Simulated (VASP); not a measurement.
# Te3Pb2 (R-3m) in VASP: notebook, part 2 of 2

VASP 6.6.1. The steps go on from the part before.

**4. Single point, PBE**

This run uses another cell than the first one, of 76.76 Å³/atom, 1.437 times its volume.

The input, INCAR:

```
ALGO = Normal ; EDIFF = 1E-7
ENCUT = 520 ; GGA = PE
ISIF = 2 ; ISMEAR = 0
LASPH = T ; LCHARG = T
LELF = T ; LREAL = F
LVHAR = T ; LWAVE = F
NBANDS = 31 ; NELM = 80
PREC = Accurate ; SIGMA = 0.1
```

The input, KPOINTS:

```
k-points
0
Gamma
  6 6 6
```

The input, POSCAR:

```
Te3Pb2
1.0
    3.7420164901      2.1604542279      7.9123540430
   -3.7420164901      2.1604542279      7.9123540430
    0.0000000000     -4.3209084557      7.9123540430
Te Pb
3 2
Direct
    0.0000000000      0.0000000000      0.5000000000
    0.5000000000      0.0000000000      0.0000000000
    0.0000000000      0.5000000000      0.0000000000
    0.0810581763      0.0810581763      0.0810581763
    0.9189418237      0.9189418237      0.9189418237
```

Potentials or basis: VASP PAW PBE potentials, release 64 (Te, Pb_d).

Command:

```bash
> cat potpaw_PBE.64/Te/POTCAR potpaw_PBE.64/Pb_d/POTCAR > POTCAR
> mpirun -np 1 vasp_std > vasp.out
```

OUTCAR:

```text
EDIFF = 1E-7
   ENCUT = 520
   GGA = PE
   ISIF = 2
   ISMEAR = 0
   LASPH = T
   LREAL = F
   NELM = 80
   PREC = Accurate

 ion  position               nearest neighbor table
   1  0.000  0.000  0.500-   4 2.97   5 2.97
   2  0.500  0.000  0.000-   4 2.97   5 2.97
   3  0.000  0.500  0.000-   4 2.97   5 2.97
   4  0.081  0.081  0.081-   1 2.97   2 2.97   3 2.97   5 3.85
   5  0.919  0.919  0.919-   1 2.97   2 2.97   3 2.97   4 3.85

  LATTYP: Found a trigonal (rhomboedric) cell.
 ALAT       =     9.0152979088
 COS(alpha) =     0.6554270154

  Lattice vectors:

 A1 = (   3.7420164901,   2.1604542279,   7.9123540430)
 A2 = (  -3.7420164901,   2.1604542279,   7.9123540430)
 A3 = (   0.0000000000,  -4.3209084557,   7.9123540430)

Analysis of symmetry for initial positions (statically):
=====================================================================
 Subroutine PRICEL returns:
 Original cell was already a primitive cell.

 Routine SETGRP: Setting up the symmetry group for a
 trigonal (rhombohedral) supercell.

 Subroutine GETGRP returns: Found 12 space group operations
 (whereof 12 operations were pure point group operations)
 out of a pool of 12 trial point group operations.

The static configuration has the point symmetry D_3d.

Analysis of symmetry for dynamics (positions and initial velocities):
=====================================================================
 Subroutine PRICEL returns:
 Original cell was already a primitive cell.

 Routine SETGRP: Setting up the symmetry group for a
 trigonal (rhombohedral) supercell.

 Subroutine GETGRP returns: Found 12 space group operations
 (whereof 12 operations were pure point group operations)
 out of a pool of 12 trial point group operations.

[... 116 lines left out ...]
   PSTRESS=    0.0 pullay stress
   NELECT =      46.0000    total number of electrons
   NUPDOWN=      -1.0000    fix difference up-down
   EMIN   =  10.00;   EMAX   =-10.00  energy-range for DOS
   EFERMI =   0.00;   METHOD = LEGACY
   ISMEAR =     0;   SIGMA  =   0.10  broadening in eV -4-tet -1-fermi 0-gaus
   EFERMI_NEDOS =   21; number of points for ismear=-14 and -15
   IALGO  =     38    algorithm
   IMIX   =      4    mixing-type and parameters
     AMIX     =   0.40;   BMIX     =  1.00
     AMIX_MAG =   1.60;   BMIX_MAG =  1.00
  volume/ion in A,a.u.               =      76.76       518.01
  Fermi-wavevector in a.u.,A,eV,Ry     =   0.807157  1.525306  8.864236  0.651503
  Thomas-Fermi vector in A             =   1.915724
   LORBIT       =      0    0 simple, 1 ext, 2 COOP (PROOUT), +10 PAW based schemes
   GGA     = PE    functional components
   LHFCALC =     F    Hartree Fock is set to
   AEXX    =    0.0000 exact exchange contribution
   IVDW    =     0    specifies the selected vdW correction
   LEPSILON=     F    determine dielectric tensor
   LRPA    =     F    only Hartree local field effects (RPA)
 non-spin polarized calculation
 Gauss-broadening in eV      SIGMA  =   0.10
  energy-cutoff  :      520.00
  volume of cell :      383.80
 maximum number of plane-waves:     10361
 NGX is ok and might be reduce to    70
   NGX = 33   NGY = 33   NGZ = 33

 number of electron      46.0000002 magnetization

 Free energy of the ion-electron system (eV)
  ---------------------------------------------------
  ext. energy  EPLUGINS =         0.00000000
  ---------------------------------------------------
  free energy    TOTEN  =       -14.97142715 eV

  energy without entropy =      -14.94305551  energy(sigma->0) =      -14.95724133

 E-fermi :   0.3843     XC(G=0):  -5.3812

 val. band max:        0.3816187794   @ k =   0.1667   0.1667   0.0000
 cond. band min:       0.3877831173   @ k =   0.5000   0.1667   0.0000
 fundamental gap:      0.0061643379
 Fermi energy:         0.3842959615

 k-point     1 :       0.0000    0.0000    0.0000
  band No.  band energies     occupation
      1     -17.3374      2.00000
      2     -17.3374      2.00000
      3     -17.3341      2.00000
      4     -17.3341      2.00000
      5     -17.2894      2.00000
      6     -17.2894      2.00000
[... 805 lines left out ...]
     30       3.9609      0.00000
     31       4.8905      0.00000

 [... further k-points ...]
[... 5 lines left out ...]
  --------------------------------------------------------------------------------------
  -------------------------------------------------------------------------------------
  Total       -0.0862915     -0.0862915     -0.0616595      0.0000000     -0.0000000      0.0000000
  in kB       -0.3602224     -0.3602224     -0.2573967      0.0000000     -0.0000000      0.0000000
  external PRESSURE =      -0.3259472 kB  Pullay stress =       0.0000000 kB

 VOLUME and BASIS-vectors are now :
 -----------------------------------------------------------------------------
  energy-cutoff  :      520.00
  volume of cell :      383.80
      direct lattice vectors                 reciprocal lattice vectors
     3.742016490  2.160454228  7.912354043     0.133617797  0.077144271  0.042128213
    -3.742016490  2.160454228  7.912354043    -0.133617797  0.077144271  0.042128213
     0.000000000 -4.320908456  7.912354043     0.000000000 -0.154288542  0.042128213

 POSITION                                       TOTAL-FORCE (eV/Angst)
 -----------------------------------------------------------------------------------
      0.00000     -2.16045      3.95618        -0.000000      0.000000      0.000000
      1.87101      1.08023      3.95618         0.000000     -0.000000      0.000000
     -1.87101      1.08023      3.95618        -0.000000     -0.000000      0.000000
      0.00000      0.00000      1.92408         0.000000     -0.000000     -0.001056
      0.00000      0.00000     21.81298         0.000000      0.000000      0.001056
 -----------------------------------------------------------------------------------
    total drift:                               -0.000000      0.000000     -0.000000

  FREE ENERGIE OF THE ION-ELECTRON SYSTEM (eV)
  ---------------------------------------------------
  free  energy   TOTEN  =       -14.9714271463 eV

  energy  without entropy=      -14.9430555063  energy(sigma->0) =      -14.95724133
```

Run time: 14 min. Hardware: 1 thread of Intel Xeon Platinum 8259CL at 2.50GHz (Skylake/Cascade Lake), shared host; peak memory 0.89 GiB.

What came out:

| Property | Result |
| --- | --- |
| Free energy | -14.9714 eV |
| Pressure | 0.0 GPa |
| Band gap on the k mesh | zero (band 23 reaches 0.77 eV, above the bottom of band 24 at 0.04 eV) |

Caveat: spin-orbit coupling is left out, which moves the levels of the heavy elements.

**5. Summary**

| cell | k mesh | gap on the mesh (eV) | pressure (GPa) | largest force (eV/Å) |
| --- | --- | --- | --- | --- |
| a = 6.821 Å, angles 69.1°, 5 atoms | 3 × 3 × 3 | none | 16.8 | 22.36 |
| a = 8.813 Å, angles 50.3°, 5 atoms | 3 × 3 × 3 | none | 0.1 | 0.03 |
| a = 9.015 Å, angles 49.0°, 5 atoms | 6 × 6 × 6 | none | 0.0 | - |

Alike in all rows: task single point; level PBE; potentials or basis VASP PAW PBE potentials, release 64 (Te, Pb_d); no spin polarisation; cutoff (eV) 520; smearing gaussian 0.1 eV.

Caveats: spin-orbit coupling is left out, which moves the levels of the heavy elements; forces of over 1 eV/Å act on the atoms, so gaps and moduli don't describe the material at rest (some runs).

Absolute energies hang on the potentials; compare differences alone.
